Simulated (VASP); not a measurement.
Runs of VASP 6.6.1 on Pb. The structure is that of space group Fm-3m (No. 225), or close to it. The cells are those of the table. 

| cell | gap on the mesh (eV) | pressure (GPa) |
| --- | --- | --- |
| a = 3.289 Å, angles 60.0°, 1 atom | none | (a) |
| a = 3.341 Å, angles 60.0°, 1 atom | none | 8.5 |
| a = 3.391 Å, angles 60.0°, 1 atom | none | (b) |
| a = 3.486 Å, angles 60.0°, 1 atom | none | -0.1 |
| a = 3.532 Å, angles 60.0°, 1 atom | none | -1.9 |

Alike in all rows: task single point; level PBEsol; potentials or basis VASP PAW PBE potentials, release 64 (Pb_d); no spin polarisation; k mesh 16 × 16 × 16; cutoff (eV) 520; smearing gaussian 0.05 eV.

Question: Estimate the missing entries.

Answer: (a) 13.0; (b) 5.0.

Caveats: the PAW data sets were made with another functional, which shifts forces and pressure a little; spin-orbit coupling is left out, which moves the levels of the heavy elements.

A k mesh can miss the band edges, and the runs leave out spin-orbit coupling on Pb.

A gap of «none» marks levels without a gap at the run's occupations.
